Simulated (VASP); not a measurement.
Set up this calculation in VASP 6.6.1, as the native input.

* Task: relaxation of cell and atoms
* Functional: PBE
* Potentials or basis: VASP PAW PBE potentials, release 64 (Al, Zn)
* Cutoff: 600 eV
* k mesh: 4 × 4 × 4
* Occupations: gaussian, width 0.1 eV
* Spin: no spin polarisation
* Dipole correction: no
* Further INCAR settings: ALGO = Normal; EDIFF = 1e-06; IBRION = 2; EDIFFG = -0.04; NSW = 90; ISIF = 3

The structure of AlZn3 lies in POSCAR:

```
AlZn3
1.0
    4.8204468800      0.0000000000      0.0000000000
    0.0000000000      4.8204468800      0.0000000000
    0.0000000000      0.0000000000      4.8204468800
Al Zn
2 6
Direct
    0.0000000000      0.0000000000      0.0000000000
    0.5000000000      0.5000000000      0.5000000000
    0.2500000000      0.0000000000      0.5000000000
    0.5000000000      0.7500000000      0.0000000000
    0.7500000000      0.0000000000      0.5000000000
    0.5000000000      0.2500000000      0.0000000000
    0.0000000000      0.5000000000      0.7500000000
    0.0000000000      0.5000000000      0.2500000000
```

The cell was generated, and may not be a known phase.

The input as run:

INCAR

```
SYSTEM = AlZn3
PREC = Accurate ; ENCUT = 600
EDIFF = 1E-6 ; ISMEAR = 0
SIGMA = 0.1 ; LREAL = .False.
LASPH = .True. ; NELM = 100
ALGO = Normal ; ISIF = 3
LWAVE = .False. ; LCHARG = .False.
GGA = PE ; IBRION = 2
NSW = 90 ; EDIFFG = -0.04
```

KPOINTS

```
Automatic mesh
0
Gamma
  4 4 4
  0 0 0
```

Potentials or basis: VASP PAW PBE potentials, release 64 (Al, Zn).

Launch:

```bash
$ cat potpaw_PBE.64/Al/POTCAR potpaw_PBE.64/Zn/POTCAR > POTCAR
$ mpirun -np 1 vasp_std > vasp.out
```

Results of the run:

- Relaxed volume: 15.99 Å³/atom
- Relaxed cell: a = 5.038 Å, b = 5.038 Å, c = 5.038 Å, α = 90.00°, β = 90.00°, γ = 90.00°
- Space group after relaxing (to 0.1 Å): Pm-3n (No. 223)
- Energy gained by relaxing: 73.9 meV/atom
- Ionic steps: 3
- Pressure after relaxing: 0.2 GPa
- Band gap on the k mesh: zero (bands 39 and 40 overlap by 7.57 eV)

It took 110 s on 1 thread of AMD EPYC 9R45 96-Core Processor (Zen 5), on a shared host, peak memory 0.23 GiB.
